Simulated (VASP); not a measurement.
# ZnS in VASP: notebook

ZnS is run at these levels: PBE; tasks: single point.

Everything below comes from runs of VASP 6.6.1. Logs are shortened: lines on timing, memory, paths and dates and some standing lists are left out, and cuts for length are marked.

### Step 1. The cell of the first run

Symmetry: F-43m, No. 216, cubic system. Conventional cell: a = 5.442 Å, b = 5.442 Å, c = 5.442 Å, α = 90.00°, β = 90.00°, γ = 90.00°. Zn (site symmetry -43m) has 4 S at 2.36 Å within 3.1 Å. S (site symmetry -43m) has 4 Zn at 2.36 Å within 3.1 Å.

### Step 2. Single point, PBE

The input, INCAR:

```
ALGO     = Normal         # electronic algorithm
EDIFF    = 1E-7           # SCF threshold, eV
ENCUT    = 520            # plane-wave cutoff, eV
GGA      = PE             # functional
ISIF     = 2              # what is computed and relaxed
ISMEAR   = 0              # smearing method
LASPH    = True           # aspherical terms in the spheres
LCHARG   = False          # write CHGCAR
LREAL    = False          # projectors in reciprocal space
LWAVE    = False          # write WAVECAR
NBANDS   = 16             # bands
NELM     = 60             # most SCF steps
PREC     = Accurate       # precision mode
SIGMA    = 0.01           # smearing width, eV
```

The input, KPOINTS:

```
k-points
0
Gamma
  10 10 10
```

The input, POSCAR:

```
ZnS
1.0
    0.0000000000      2.7211543742      2.7211543742
    2.7211543742      0.0000000000      2.7211543742
    2.7211543742      2.7211543742      0.0000000000
Zn S
1 1
Direct
    0.0000000000      0.0000000000      0.0000000000
    0.2500000000      0.2500000000      0.2500000000
```

Potentials or basis: VASP PAW PBE potentials, release 64 (Zn, S).

The run is started by

```
$ cat potpaw_PBE.64/Zn/POTCAR potpaw_PBE.64/S/POTCAR > POTCAR
$ mpirun -np 1 vasp_std > vasp.out
```

OUTCAR:

```text
EDIFF = 1E-7
   ENCUT = 520
   GGA = PE
   ISIF = 2
   ISMEAR = 0
   LASPH = True
   LREAL = False
   NELM = 60
   PREC = Accurate

 ion  position               nearest neighbor table
   1  0.000  0.000  0.000-   2 2.36   2 2.36   2 2.36   2 2.36
   2  0.250  0.250  0.250-   1 2.36   1 2.36   1 2.36   1 2.36

  LATTYP: Found a face centered cubic cell.
 ALAT       =     5.4423087484

  Lattice vectors:

 A1 = (   0.0000000000,   2.7211543742,   2.7211543742)
 A2 = (   2.7211543742,   0.0000000000,   2.7211543742)
 A3 = (   2.7211543742,   2.7211543742,   0.0000000000)

Analysis of symmetry for initial positions (statically):
=====================================================================
 Subroutine PRICEL returns:
 Original cell was already a primitive cell.

 Routine SETGRP: Setting up the symmetry group for a
 face centered cubic supercell.

 Subroutine GETGRP returns: Found 24 space group operations
 (whereof 24 operations were pure point group operations)
 out of a pool of 48 trial point group operations.

The static configuration has the point symmetry T_d .

Analysis of symmetry for dynamics (positions and initial velocities):
=====================================================================
 Subroutine PRICEL returns:
 Original cell was already a primitive cell.

 Routine SETGRP: Setting up the symmetry group for a
 face centered cubic supercell.

 Subroutine GETGRP returns: Found 24 space group operations
 (whereof 24 operations were pure point group operations)
 out of a pool of 48 trial point group operations.

The dynamic configuration has the point symmetry T_d .

 Subroutine INISYM returns: Found 24 space group operations
 (whereof 24 operations are pure point group operations),
 and found     1 'primitive' translations

----------------------------------------------------------------------------------------

                                     Primitive cell

  volume of cell :      40.2986

  direct lattice vectors                    reciprocal lattice vectors
     0.000000000  2.721154374  2.721154374    -0.183745547  0.183745547  0.183745547
     2.721154374  0.000000000  2.721154374     0.183745547 -0.183745547  0.183745547
     2.721154374  2.721154374  0.000000000     0.183745547  0.183745547 -0.183745547

  length of vectors
     3.848293421  3.848293421  3.848293421     0.318256624  0.318256624  0.318256624

  position of ions in fractional coordinates (direct lattice)
     0.000000000  0.000000000  0.000000000
     0.250000000  0.250000000  0.250000000

  ion indices of the primitive-cell ions
   primitive index   ion index
                 1           1
                 2           2

----------------------------------------------------------------------------------------

 KPOINTS: k-points

Automatic generation of k-mesh.
 Grid dimensions read from file:
 generate k-points for:   10   10   10

 Generating k-lattice:

  Cartesian coordinates                     Fractional coordinates (reciprocal lattice)
    -0.018374555  0.018374555  0.018374555     0.100000000  0.000000000  0.000000000
     0.018374555 -0.018374555  0.018374555     0.000000000  0.100000000  0.000000000
     0.018374555  0.018374555 -0.018374555     0.000000000  0.000000000  0.100000000

  Length of vectors
     0.031825662  0.031825662  0.031825662

  Shift w.r.t. Gamma in fractional coordinates (k-lattice)
     0.000000000  0.000000000  0.000000000

 Subroutine IBZKPT returns following result:
 ===========================================

 Found     47 irreducible k-points:

 Following reciprocal coordinates:
            Coordinates               Weight
  0.000000  0.000000  0.000000      1.000000
  0.100000  0.000000  0.000000      8.000000
  0.200000  0.000000  0.000000      8.000000
  0.300000  0.000000  0.000000      8.000000
  0.400000  0.000000  0.000000      8.000000
  0.500000  0.000000  0.000000      4.000000
[... 16 lines left out ...]
  0.300000  0.300000  0.000000      6.000000
  0.400000  0.300000  0.000000     24.000000
 [... further k-points ...]
   k-points           NKPTS =     47   k-points in BZ     NKDIM =     47   number of bands    NBANDS=     16
   number of dos      NEDOS =    301   number of ions     NIONS =      2
   total plane-waves  NPLWV =  27000
   dimension x,y,z NGX =    30 NGY =   30 NGZ =   30
   dimension x,y,z NGXF=    60 NGYF=   60 NGZF=   60
   ions per type =               1   1
   NGX,Y,Z   is equivalent  to a cutoff of  12.96, 12.96, 12.96 a.u.
   NGXF,Y,Z  is equivalent  to a cutoff of  25.92, 25.92, 25.92 a.u.
 SYSTEM =  unknown system
   PREC   = accura    normal or accurate (medium, high low for compatibility)
   ISTART =      0    job   : 0-new  1-cont  2-samecut
   ICHARG =      2    charge: 1-file 2-atom 10-const
   ISPIN  =      1    spin polarized calculation?
   LNONCOLLINEAR =      F non collinear calculations
   LSORBIT =      F    spin-orbit coupling
   LASPH  =      T    aspherical Exc in radial PAW
   ENCUT  =  520.0 eV  38.22 Ry    6.18 a.u.   7.16  7.16  7.16*2*pi/ulx,y,z
   NELM   =     60;   NELMIN=  2; NELMDL= -5     # of ELM steps
   EDIFF  = 0.1E-06   stopping-criterion for ELM
   LREAL  =      F    real-space projection
   EDIFFG = 0.1E-05   stopping-criterion for IOM
   NSW    =      0    number of steps for IOM
   IBRION =     -1    ionic relax: 0-MD 1-quasi-New 2-CG
   NFREE  =      0    steps in history (QN), initial steepest desc. (CG)
   ISIF   =      2    stress and relaxation
   ISYM   =      2    0-nonsym 1-usesym 2-fastsym
   POTIM  = 0.5000    time-step for ionic-motion
   TEBEG  =    0.0;   TEEND  =   0.0 temperature during run
   PSTRESS=    0.0 pullay stress
   NELECT =      18.0000    total number of electrons
   NUPDOWN=      -1.0000    fix difference up-down
   EMIN   =  10.00;   EMAX   =-10.00  energy-range for DOS
   EFERMI =   0.00;   METHOD = LEGACY
   ISMEAR =     0;   SIGMA  =   0.01  broadening in eV -4-tet -1-fermi 0-gaus
   EFERMI_NEDOS =   21; number of points for ismear=-14 and -15
   IALGO  =     38    algorithm
   IMIX   =      4    mixing-type and parameters
     AMIX     =   0.40;   BMIX     =  1.00
     AMIX_MAG =   1.60;   BMIX_MAG =  1.00
  volume/ion in A,a.u.               =      20.15       135.97
  Fermi-wavevector in a.u.,A,eV,Ry     =   1.251418  2.364838 21.307372  1.566048
  Thomas-Fermi vector in A             =   2.385367
   LORBIT       =      0    0 simple, 1 ext, 2 COOP (PROOUT), +10 PAW based schemes
   GGA     = PE    functional components
   LHFCALC =     F    Hartree Fock is set to
   AEXX    =    0.0000 exact exchange contribution
   IVDW    =     0    specifies the selected vdW correction
   LEPSILON=     F    determine dielectric tensor
   LRPA    =     F    only Hartree local field effects (RPA)
 non-spin polarized calculation
 Gauss-broadening in eV      SIGMA  =   0.01
  energy-cutoff  :      520.00
  volume of cell :       40.30
 maximum number of plane-waves:      1106
 NGX is ok and might be reduce to    30
   NGX = 15   NGY = 15   NGZ = 15

 number of electron      18.0000008 magnetization

 Free energy of the ion-electron system (eV)
  ---------------------------------------------------
  ext. energy  EPLUGINS =         0.00000000
  ---------------------------------------------------
  free energy    TOTEN  =        -6.85256320 eV

  energy without entropy =       -6.85256320  energy(sigma->0) =       -6.85256320

 E-fermi :   1.9597     XC(G=0):  -9.5306

 val. band max:        1.9113542612   @ k =   0.0000   0.0000   0.0000
 cond. band min:       3.9335319506   @ k =   0.0000   0.0000   0.0000
 fundamental gap:      2.0221776895
 Fermi energy:         1.9597301802

 k-point     1 :       0.0000    0.0000    0.0000
  band No.  band energies     occupation
      1     -11.0835      2.00000
      2      -4.3455      2.00000
      3      -4.3455      2.00000
      4      -4.3455      2.00000
      5      -3.8721      2.00000
      6      -3.8721      2.00000
[... 8 lines left out ...]
     15      13.6492      0.00000
     16      13.6641      0.00000

 k-point     2 :       0.1000    0.0000    0.0000
  band No.  band energies     occupation
      1     -11.0107      2.00000
      2      -4.3444      2.00000
      3      -4.3323      2.00000
      4      -4.3323      2.00000
      5      -3.8732      2.00000
      6      -3.8732      2.00000
[... 8 lines left out ...]
     15      13.2143      0.00000
     16      14.2508      0.00000

 k-point     3 :       0.2000    0.0000    0.0000
  band No.  band energies     occupation
      1     -10.8102      2.00000
      2      -4.3237      2.00000
      3      -4.2997      2.00000
      4      -4.2997      2.00000
      5      -3.8732      2.00000
      6      -3.8732      2.00000
[... 8 lines left out ...]
     15      12.8019      0.00000
     16      14.3688      0.00000

 k-point     4 :       0.3000    0.0000    0.0000
  band No.  band energies     occupation
      1     -10.5386      2.00000
      2      -4.2648      2.00000
      3      -4.2648      2.00000
      4      -4.2329      2.00000
      5      -3.8653      2.00000
      6      -3.8653      2.00000
[... 8 lines left out ...]
     15      13.1583      0.00000
     16      13.8141      0.00000
[... 324 lines left out ...]
 k-point    22 :      -0.2000    0.2000    0.0000
  band No.  band energies     occupation
      1     -10.4466      2.00000
      2      -4.2455      2.00000
      3      -4.2418      2.00000
      4      -4.2184      2.00000
      5      -3.8921      2.00000
      6      -3.8361      2.00000
[... 8 lines left out ...]
     15      14.7075      0.00000
     16      16.3859      0.00000

 k-point    23 :       0.3000    0.3000    0.0000
  band No.  band energies     occupation
      1     -10.3561      2.00000
      2      -4.3819      2.00000
      3      -4.1539      2.00000
      4      -4.1539      2.00000
      5      -3.8993      2.00000
      6      -3.8255      2.00000
[... 8 lines left out ...]
     15      14.7145      0.00000
     16      18.4093      0.00000

 k-point    24 :       0.4000    0.3000    0.0000
  band No.  band energies     occupation
      1     -10.1635      2.00000
      2      -4.3468      2.00000
      3      -4.1113      2.00000
      4      -4.1017      2.00000
      5      -3.8455      2.00000
      6      -3.8182      2.00000
[... 8 lines left out ...]
     15      15.2423      0.00000
     16      17.6191      0.00000

 [... further k-points ...]
[... 5 lines left out ...]
  --------------------------------------------------------------------------------------
  -------------------------------------------------------------------------------------
  Total        0.0512896      0.0512896      0.0512896     -0.0000000      0.0000000      0.0000000
  in kB        2.0391564      2.0391564      2.0391564     -0.0000000      0.0000000      0.0000000
  external PRESSURE =       2.0391564 kB  Pullay stress =       0.0000000 kB

 VOLUME and BASIS-vectors are now :
 -----------------------------------------------------------------------------
  energy-cutoff  :      520.00
  volume of cell :       40.30
      direct lattice vectors                 reciprocal lattice vectors
     0.000000000  2.721154374  2.721154374    -0.183745547  0.183745547  0.183745547
     2.721154374  0.000000000  2.721154374     0.183745547 -0.183745547  0.183745547
     2.721154374  2.721154374  0.000000000     0.183745547  0.183745547 -0.183745547

 POSITION                                       TOTAL-FORCE (eV/Angst)
 -----------------------------------------------------------------------------------
      0.00000      0.00000      0.00000         0.000000      0.000000      0.000000
      1.36058      1.36058      1.36058        -0.000000     -0.000000     -0.000000
 -----------------------------------------------------------------------------------
    total drift:                               -0.000000     -0.000000     -0.000000

  FREE ENERGIE OF THE ION-ELECTRON SYSTEM (eV)
  ---------------------------------------------------
  free  energy   TOTEN  =        -6.8525631957 eV

  energy  without entropy=       -6.8525631957  energy(sigma->0) =       -6.85256320
```

Wall time 28 s (1 thread of Intel Xeon Platinum 8488C (Sapphire Rapids), shared host); peak memory 0.18 GiB.

Results:

```
Free energy            : -6.8526 eV
Pressure               : 0.2 GPa
Band gap on the k mesh : 2.02 eV, direct
```

(Part 1 of 2 ends here.)
